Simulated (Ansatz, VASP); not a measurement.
## As in VASP and in Ansatz

File INCAR:

```
ALGO     = Normal         # electronic algorithm
EDIFF    = 1E-7           # SCF threshold, eV
ENCUT    = 520            # plane-wave cutoff, eV
GGA      = PS             # functional
ISIF     = 2              # what is computed and relaxed
ISMEAR   = 0              # smearing method
LASPH    = True           # aspherical terms in the spheres
LCHARG   = False          # write CHGCAR
LREAL    = False          # projectors in reciprocal space
LWAVE    = False          # write WAVECAR
NBANDS   = 8              # bands
NELM     = 100            # most SCF steps
PREC     = Accurate       # precision mode
SIGMA    = 0.15           # smearing width, eV
```

File KPOINTS:

```
k-points
0
Gamma
  18 18 18
```

The input POSCAR:

```
As
1.0
    2.7036817444      0.0000000000      0.0337960218
    0.0000000000      2.7036817444      0.0000000000
    0.0337960218      0.0000000000      2.7036817444
As
1
Direct
    0.5000000000      0.5000000000      0.5000000000
```

Input for Ansatz:

```yaml
crystal:
  lattice:
    - [2.7036817444, 0.0, 0.0337960218]
    - [0.0, 2.7036817444, 0.0]
    - [0.0337960218, 0.0, 2.7036817444]
  atoms:
    - { symbol: As, position: [0.5, 0.5, 0.5] }
basis:
  ecutwfc: 420
kpoints:
  mp_grid: { grid: [18, 18, 18] }
hamiltonian:
  xc: pbesol
scf:
  occupations: { method: gaussian, width: 0.15 }
output:
  forces: true
  stress: true
  eigenvalues: true
```

Change from the starting cell: strain +0.0250 x Voigt [0, 0, 0, 0, 1, 0], atoms carried along.

Alike in both runs: task single point; functional PBEsol; k mesh 18 × 18 × 18; occupations gaussian, width 0.15 eV; no spin polarisation.

|  | VASP | Ansatz |
| --- | --- | --- |
| version | VASP 6.6.1 | Ansatz 0.2.0 |
| potentials or method | VASP PAW PBE potentials, release 64 (As), cutoff 520 eV | scalar-relativistic, plane waves, PAW |
| valence electrons in the cell | 5 | 15 |

Ansatz gave:

| Item | Value |
| --- | --- |
| gap on the k mesh at the Fermi level (eV) | none |
| pressure (GPa) | -1.1 |
| traceless stress, the component that is largest in VASP (GPa) | -0.63 |

Problem. Which values does VASP return?

Solution. gap on the k mesh at the Fermi level (eV): none; pressure (GPa): -0.8; traceless stress, the component that is largest in VASP (GPa): -0.62.

VASP's potentials were made for PBE, not for PBEsol. A gap of «none» marks a metal or a gap that the smearing closes. The functional is the same, so the differences come from potentials, cutoffs and numerics. VASP's potentials hold 5 valence electrons a cell and Ansatz's 15, so a difference there can come from the potentials and not from the codes.
